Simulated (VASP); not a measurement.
Wanted: the native input for a VASP 6.6.1 run.

```yaml
Task: single point
Functional: PBE
Potentials_or_basis: VASP PAW PBE potentials, release 64 (Hg_sv_GW, Pt_sv_GW)
Cutoff: 570 eV
k_mesh: 6 × 6 × 6
Occupations: fermi-dirac, width 0.05 eV
Spin: no spin polarisation
Dipole_correction: no
Further_INCAR_settings: ALGO = Normal; EDIFF = 1e-06; NBANDS = 47
```

The structure of Hg3Pt lies in POSCAR:

```
Hg3Pt
1.0
    4.2855081135      0.0000000000      0.0000000000
    0.0000000000      4.2855081135      0.0000000000
    0.0000000000      0.0000000000      4.2855081135
Hg Pt
3 1
Direct
    0.5000000000      0.5000000000      0.0000000000
    0.5000000000      0.0000000000      0.5000000000
    0.0000000000      0.5000000000      0.5000000000
    0.0000000000      0.0000000000      0.0000000000
```

One way to write it, as run:

INCAR

```
SYSTEM = Hg3Pt
ALGO     = Normal         ! electronic algorithm
EDIFF    = 1E-6           ! SCF threshold, eV
ENCUT    = 570            ! plane-wave cutoff, eV
GGA      = PE             ! functional
GGA_COMPAT= .FALSE.      
ISIF     = 2              ! what is computed and relaxed
ISMEAR   = -1             ! smearing method
LASPH    = .TRUE.         ! aspherical terms in the spheres
LCHARG   = .FALSE.        ! write CHGCAR
LREAL    = .FALSE.        ! projectors in reciprocal space
LWAVE    = .FALSE.        ! write WAVECAR
NBANDS   = 47             ! bands
NELM     = 120            ! most SCF steps
PREC     = Accurate       ! precision mode
SIGMA    = 0.05           ! smearing width, eV
```

KPOINTS

```
k-points
0
G
  6 6 6
  0 0 0
```

Potentials or basis: VASP PAW PBE potentials, release 64 (Hg_sv_GW, Pt_sv_GW).

Launch:

```sh
$ cat potpaw_PBE.64/Hg_sv_GW/POTCAR potpaw_PBE.64/Pt_sv_GW/POTCAR > POTCAR
$ mpirun -np 1 vasp_std > vasp.out
```

Results of the run:

```
Pressure               : 2.0 GPa
Band gap on the k mesh : zero (bands 39 and 40 overlap by 3.06 eV)
```

Caveat: spin-orbit coupling is left out, which moves the levels of the heavy elements.

It took 51 s on 1 thread of Intel(R) Xeon(R) 6975P-C (Granite Rapids), on a shared host, peak memory 0.25 GiB.
